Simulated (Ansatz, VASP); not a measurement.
This is a calculation of MnS for Ansatz 0.2.0.

Contents of input.yaml:

```yaml
crystal:
  lattice:
    - [0.0, 2.6045, 2.6045]
    - [2.6045, 0.0, 2.6045]
    - [2.6045, 2.6045, 0.0]
  atoms:
    - { symbol: Mn, position: [0.0, 0.0, 0.0], spin: 4.0 }
    - { symbol: S, position: [0.5, 0.5, 0.5] }
hamiltonian:
  xc: pbe
  pseudopotentials: { kind: paw }
magnetization:
  spin_polarized: true
kpoints:
  mp_grid: { grid: [9, 9, 9] }
scf:
  occupations: { method: gaussian, width: 0.011 }
output:
  forces: true
  stress: true
  eigenvalues: true
```

Potentials or basis: Ansatz PAW.

Run with:

```bash
$ ansatz run input.yaml --threads 2 --pin off --max-ram 5632MiB --backend cpu --events-out ev --progress --plain --runs-dir out
```

Translate it to VASP 6.6.1. Potentials there: VASP PAW PBE potentials, release 64 (Mn_pv, S).

As run (the cutoff follows the program's own potentials):

INCAR

```
PREC = Accurate ; ENCUT = 520
EDIFF = 1E-7 ; ISMEAR = 0
SIGMA = 0.011 ; LREAL = F
LASPH = T ; NELM = 150
ALGO = Normal ; ISIF = 2
LWAVE = F ; LCHARG = T
ISPIN = 2 ; MAGMOM = 4 0
LORBIT = 11 ; LMAXMIX = 4
GGA = PE ; LELF = T
LVHAR = T ; NBANDS = 20
```

Contents of KPOINTS:

```
regular mesh
0
Gamma
  9 9 9
```

POSCAR

```
MnS
1.0
    0.0000000000      2.6045000000      2.6045000000
    2.6045000000      0.0000000000      2.6045000000
    2.6045000000      2.6045000000      0.0000000000
Mn S
1 1
Direct
    0.0000000000      0.0000000000      0.0000000000
    0.5000000000      0.5000000000      0.5000000000
```

Potentials or basis: VASP PAW PBE potentials, release 64 (Mn_pv, S).

Launch:

```console
$ cat potpaw_PBE.64/Mn_pv/POTCAR potpaw_PBE.64/S/POTCAR > POTCAR
$ mpirun -np 1 vasp_std > vasp.out
```

Both were run:

|  | VASP | Ansatz | Ansatz less VASP |
| --- | --- | --- | --- |
| gap on the k mesh at the Fermi level (eV) | none | none | - |
| pressure (GPa) | -2.9 | -2.8 | +0.01 |
| net moment per atom (μB) | 2.36 | 2.36 | 0.000 |
| size of the moment on the site where the two differ most (μB) | 4.26 | 4.21 | -0.047 |

Site moments also hang on the region over which each program counts them. A gap of «none» marks a metal or a gap that the smearing closes. VASP's potentials hold 19 valence electrons a cell and Ansatz's 21, so a difference there can come from the potentials and not from the codes.
